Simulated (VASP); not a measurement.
# BaZrO3 (Pm-3m) in VASP: relaxation of cell and atoms with PBEsol

Aim: the relaxation of cell and atoms of BaZrO3 with PBEsol.

Program: VASP 6.6.1. These are calculated values, not measurements. Logs are shortened: lines on timing, memory, paths and dates and some standing lists are left out, and cuts for length are marked.

## 1. The cell of the first run

It takes space group Pm-3m (No. 221, cubic). Conventional cell: a = 4.191 Å, b = 4.191 Å, c = 4.191 Å, α = 90.00°, β = 90.00°, γ = 90.00°. Within 3.9 Å of Ba (site symmetry m-3m) lie 12 O at 2.96 Å and 8 Zr at 3.63 Å. Zr (site symmetry m-3m) has 6 O at 2.10 Å within 2.8 Å. Within 2.8 Å of O (site symmetry 4/mmm) lie 2 Zr at 2.10 Å.

## 2. Relaxation of cell and atoms, PBEsol

INCAR

```
SYSTEM = BaZrO3
PREC = Accurate ; ENCUT = 600
EDIFF = 1E-7 ; ISMEAR = -1
SIGMA = 0.05 ; LREAL = .FALSE.
LASPH = .TRUE. ; NELM = 60
ALGO = Normal ; ISIF = 3
LWAVE = .FALSE. ; LCHARG = .FALSE.
GGA = PS ; IBRION = 2
NSW = 100 ; EDIFFG = -0.002
```

KPOINTS

```
regular mesh
0
G
  8 8 8
  0 0 0
```

POSCAR

```
BaZrO3
1.0
    4.1913400000      0.0000000000      0.0000000000
    0.0000000000      4.1913400000      0.0000000000
    0.0000000000      0.0000000000      4.1913400000
Ba Zr O
1 1 3
Direct
    0.0000000000      0.0000000000      0.0000000000
    0.5000000000      0.5000000000      0.5000000000
    0.0000000000      0.5000000000      0.5000000000
    0.5000000000      0.0000000000      0.5000000000
    0.5000000000      0.5000000000      0.0000000000
```

Potentials or basis: VASP PAW PBE potentials, release 64 (Ba_sv, Zr_sv, O).

Command:

```sh
> cat potpaw_PBE.64/Ba_sv/POTCAR potpaw_PBE.64/Zr_sv/POTCAR potpaw_PBE.64/O/POTCAR > POTCAR
> mpirun -np 1 vasp_std > vasp.out
```

OUTCAR:

```text
SYSTEM = BaZrO3
   PREC = Accurate
   ENCUT = 600
   EDIFF = 1E-7
   ISMEAR = -1
   LREAL = .FALSE.
   LASPH = .TRUE.
   NELM = 60
   ISIF = 3
   GGA = PS
   IBRION = 2
   NSW = 100
   EDIFFG = -0.002

 ion  position               nearest neighbor table
   1  0.000  0.000  0.000-   3 2.96   4 2.96   5 2.96   3 2.96   4 2.96   3 2.96   5 2.96   3 2.96
                             4 2.96   5 2.96   4 2.96   5 2.96   2 3.63   2 3.63   2 3.63   2 3.63
   2  0.500  0.500  0.500-   3 2.10   4 2.10   5 2.10   5 2.10   4 2.10   3 2.10   1 3.63   1 3.63
                             1 3.63   1 3.63   1 3.63   1 3.63   1 3.63   1 3.63
   3  0.000  0.500  0.500-   2 2.10   2 2.10   1 2.96   1 2.96   1 2.96   1 2.96
   4  0.500  0.000  0.500-   2 2.10   2 2.10   1 2.96   1 2.96   1 2.96   1 2.96
   5  0.500  0.500  0.000-   2 2.10   2 2.10   1 2.96   1 2.96   1 2.96   1 2.96

  LATTYP: Found a simple cubic cell.
 ALAT       =     4.1913400000

  Lattice vectors:

 A1 = (   4.1913400000,   0.0000000000,   0.0000000000)
 A2 = (   0.0000000000,   4.1913400000,   0.0000000000)
 A3 = (   0.0000000000,   0.0000000000,   4.1913400000)

Analysis of symmetry for initial positions (statically):
=====================================================================
 Subroutine PRICEL returns:
 Original cell was already a primitive cell.

 Routine SETGRP: Setting up the symmetry group for a
 simple cubic supercell.

 Subroutine GETGRP returns: Found 48 space group operations
 (whereof 48 operations were pure point group operations)
 out of a pool of 48 trial point group operations.

The static configuration has the point symmetry O_h .

Analysis of symmetry for dynamics (positions and initial velocities):
=====================================================================
 Subroutine PRICEL returns:
 Original cell was already a primitive cell.

 Routine SETGRP: Setting up the symmetry group for a
 simple cubic supercell.

 Subroutine GETGRP returns: Found 48 space group operations
 (whereof 48 operations were pure point group operations)
 out of a pool of 48 trial point group operations.

The dynamic configuration has the point symmetry O_h .

 Subroutine INISYM returns: Found 48 space group operations
 (whereof 48 operations are pure point group operations),
 and found     1 'primitive' translations

----------------------------------------------------------------------------------------

                                     Primitive cell

  volume of cell :      73.6307

  direct lattice vectors                    reciprocal lattice vectors
     4.191340000  0.000000000  0.000000000     0.238587182  0.000000000  0.000000000
     0.000000000  4.191340000  0.000000000     0.000000000  0.238587182  0.000000000
     0.000000000  0.000000000  4.191340000     0.000000000  0.000000000  0.238587182

  length of vectors
     4.191340000  4.191340000  4.191340000     0.238587182  0.238587182  0.238587182

  position of ions in fractional coordinates (direct lattice)
     0.000000000  0.000000000  0.000000000
     0.500000000  0.500000000  0.500000000
     0.000000000  0.500000000  0.500000000
     0.500000000  0.000000000  0.500000000
     0.500000000  0.500000000  0.000000000

  ion indices of the primitive-cell ions
   primitive index   ion index
                 1           1
                 2           2
                 3           3
                 4           4
                 5           5

----------------------------------------------------------------------------------------

 KPOINTS: regular mesh

Automatic generation of k-mesh.
 Grid dimensions read from file:
 generate k-points for:    8    8    8

 Generating k-lattice:

  Cartesian coordinates                     Fractional coordinates (reciprocal lattice)
     0.029823398  0.000000000  0.000000000     0.125000000  0.000000000  0.000000000
     0.000000000  0.029823398  0.000000000     0.000000000  0.125000000  0.000000000
     0.000000000  0.000000000  0.029823398     0.000000000  0.000000000  0.125000000

  Length of vectors
     0.029823398  0.029823398  0.029823398

  Shift w.r.t. Gamma in fractional coordinates (k-lattice)
     0.000000000  0.000000000  0.000000000

 Subroutine IBZKPT returns following result:
 ===========================================

 Found     35 irreducible k-points:

 Following reciprocal coordinates:
            Coordinates               Weight
  0.000000  0.000000  0.000000      1.000000
  0.125000  0.000000  0.000000      6.000000
  0.250000  0.000000  0.000000      6.000000
  0.375000  0.000000  0.000000      6.000000
  0.500000  0.000000  0.000000      3.000000
  0.125000  0.125000  0.000000     12.000000
[... 16 lines left out ...]
  0.375000  0.375000  0.125000     24.000000
  0.500000  0.375000  0.125000     24.000000
 [... further k-points ...]
   k-points           NKPTS =     35   k-points in BZ     NKDIM =     35   number of bands    NBANDS=     24
   number of dos      NEDOS =    301   number of ions     NIONS =      5
   total plane-waves  NPLWV =  46656
   dimension x,y,z NGX =    36 NGY =   36 NGZ =   36
   dimension x,y,z NGXF=    72 NGYF=   72 NGZF=   72
   ions per type =               1   1   3
   NGX,Y,Z   is equivalent  to a cutoff of  14.28, 14.28, 14.28 a.u.
   NGXF,Y,Z  is equivalent  to a cutoff of  28.56, 28.56, 28.56 a.u.
 SYSTEM =  BaZrO3
   PREC   = accura    normal or accurate (medium, high low for compatibility)
   ISTART =      0    job   : 0-new  1-cont  2-samecut
   ICHARG =      2    charge: 1-file 2-atom 10-const
   ISPIN  =      1    spin polarized calculation?
   LNONCOLLINEAR =      F non collinear calculations
   LSORBIT =      F    spin-orbit coupling
   LASPH  =      T    aspherical Exc in radial PAW
   ENCUT  =  600.0 eV  44.10 Ry    6.64 a.u.   8.37  8.37  8.37*2*pi/ulx,y,z
   NELM   =     60;   NELMIN=  2; NELMDL= -5     # of ELM steps
   EDIFF  = 0.1E-06   stopping-criterion for ELM
   LREAL  =      F    real-space projection
   EDIFFG = -.2E-02   stopping-criterion for IOM
   NSW    =    100    number of steps for IOM
   IBRION =      2    ionic relax: 0-MD 1-quasi-New 2-CG
   NFREE  =      1    steps in history (QN), initial steepest desc. (CG)
   ISIF   =      3    stress and relaxation
   ISYM   =      2    0-nonsym 1-usesym 2-fastsym
   POTIM  = 0.5000    time-step for ionic-motion
   TEBEG  =    0.0;   TEEND  =   0.0 temperature during run
   PSTRESS=    0.0 pullay stress
   NELECT =      40.0000    total number of electrons
   NUPDOWN=      -1.0000    fix difference up-down
   EMIN   =  10.00;   EMAX   =-10.00  energy-range for DOS
   EFERMI =   0.00;   METHOD = LEGACY
   ISMEAR =    -1;   SIGMA  =   0.05  broadening in eV -4-tet -1-fermi 0-gaus
   EFERMI_NEDOS =   21; number of points for ismear=-14 and -15
   IALGO  =     38    algorithm
   IMIX   =      4    mixing-type and parameters
     AMIX     =   0.40;   BMIX     =  1.00
     AMIX_MAG =   1.60;   BMIX_MAG =  1.00
  volume/ion in A,a.u.               =      14.73        99.38
  Fermi-wavevector in a.u.,A,eV,Ry     =   1.335802  2.524299 24.277770  1.784366
  Thomas-Fermi vector in A             =   2.464478
   LORBIT       =      0    0 simple, 1 ext, 2 COOP (PROOUT), +10 PAW based schemes
   GGA     = PS    functional components
   LHFCALC =     F    Hartree Fock is set to
   AEXX    =    0.0000 exact exchange contribution
   IVDW    =     0    specifies the selected vdW correction
   LEPSILON=     F    determine dielectric tensor
   LRPA    =     F    only Hartree local field effects (RPA)
 conjugate gradient relaxation of ions
 non-spin polarized calculation
  energy-cutoff  :      600.00
  volume of cell :       73.63
 maximum number of plane-waves:      2517
 NGX is ok and might be reduce to    36
   NGX = 17   NGY = 17   NGZ = 17

--------------------------------------- Ionic step        1  -------------------------------------------

 number of electron      40.0000010 magnetization

 Free energy of the ion-electron system (eV)
  ---------------------------------------------------
  ext. energy  EPLUGINS =         0.00000000
  ---------------------------------------------------
  free energy    TOTEN  =       -43.62982208 eV

  energy without entropy =      -43.62982208  energy(sigma->0) =      -43.62982208

------------------------ aborting loop because EDIFF is reached ----------------------------------------

  FORCE on cell =-STRESS in cart. coord.  units (eV):
  Direction    XX          YY          ZZ          XY          YZ          ZX
  --------------------------------------------------------------------------------------
  -------------------------------------------------------------------------------------
  Total       -0.1042620     -0.1042620     -0.1042620      0.0000000      0.0000000      0.0000000
  in kB       -2.2687054     -2.2687054     -2.2687054      0.0000000      0.0000000      0.0000000
  external PRESSURE =      -2.2687054 kB  Pullay stress =       0.0000000 kB
[... 63 lines left out ...]
  energy  without entropy=      -43.6298001883  energy(sigma->0) =      -43.62980019

--------------------------------------- Ionic step        3  -------------------------------------------

 number of electron      40.0000009 magnetization

 Free energy of the ion-electron system (eV)
  ---------------------------------------------------
  ext. energy  EPLUGINS =         0.00000000
  ---------------------------------------------------
  free energy    TOTEN  =       -43.62989650 eV

  energy without entropy =      -43.62989650  energy(sigma->0) =      -43.62989650

 E-fermi :   4.8425     XC(G=0): -11.0287

 val. band max:        3.6429676003   @ k =   0.5000   0.5000   0.5000
 cond. band min:       6.7538375962   @ k =   0.0000   0.0000   0.0000
 fundamental gap:      3.1108699958
 Fermi energy:         4.8424612855

 k-point     1 :       0.0000    0.0000    0.0000
  band No.  band energies     occupation
      1     -43.2230      2.00000
      2     -21.5921      2.00000
      3     -21.4352      2.00000
      4     -21.4352      2.00000
      5     -21.4352      2.00000
      6     -12.6486      2.00000
[... 637 lines left out ...]
     23       9.9359      0.00000
     24      10.3048      0.00000

 [... further k-points ...]

------------------------ aborting loop because EDIFF is reached ----------------------------------------

  FORCE on cell =-STRESS in cart. coord.  units (eV):
  Direction    XX          YY          ZZ          XY          YZ          ZX
  --------------------------------------------------------------------------------------
  -------------------------------------------------------------------------------------
  Total        0.0002850      0.0002850      0.0002850      0.0000000     -0.0000000      0.0000000
  in kB        0.0062114      0.0062114      0.0062114      0.0000000     -0.0000000      0.0000000
  external PRESSURE =       0.0062114 kB  Pullay stress =       0.0000000 kB
[... 20 lines left out ...]
  FREE ENERGIE OF THE ION-ELECTRON SYSTEM (eV)
  ---------------------------------------------------
  free  energy   TOTEN  =       -43.6298964973 eV

  energy  without entropy=      -43.6298964973  energy(sigma->0) =      -43.62989650

 reached required accuracy - stopping structural energy minimisation
```

It took 3.9 min on 1 thread of Intel Xeon 8259CL, shared host; peak memory 0.27 GiB.

What came out:

```
Free energy                           : -43.6299 eV
Relaxed volume                        : 14.71 Å³/atom
Relaxed cell                          : a = 4.189 Å, b = 4.189 Å, c = 4.189 Å, α = 90.00°, β = 90.00°, γ = 90.00°
Space group after relaxing (to 0.1 Å) : Pm-3m (No. 221)
Energy gained by relaxing             : 0.0 meV/atom
Ionic steps                           : 3
Pressure after relaxing               : 0.0 GPa
Band gap on the k mesh                : 3.11 eV (least direct gap 3.33 eV)
```

Final structure:
```cif
data_structure
_symmetry_space_group_name_H-M 'P 1'
_symmetry_Int_Tables_number 1
_cell_length_a 4.1894
_cell_length_b 4.1894
_cell_length_c 4.1894
_cell_angle_alpha 90.000
_cell_angle_beta 90.000
_cell_angle_gamma 90.000
_cell_volume 73.53
loop_
_atom_site_label
_atom_site_type_symbol
_atom_site_fract_x
_atom_site_fract_y
_atom_site_fract_z
_atom_site_occupancy
Ba1 Ba 0.00000 0.00000 0.00000 1
Zr1 Zr 0.50000 0.50000 0.50000 1
O1 O 0.00000 0.50000 0.50000 1
O2 O 0.50000 0.00000 0.50000 1
O3 O 0.50000 0.50000 0.00000 1
```

Caveat: the PAW data sets were made with another functional, which shifts forces and pressure a little; spin-orbit coupling is left out, which moves the levels of the heavy elements. A k mesh can miss the band edges.
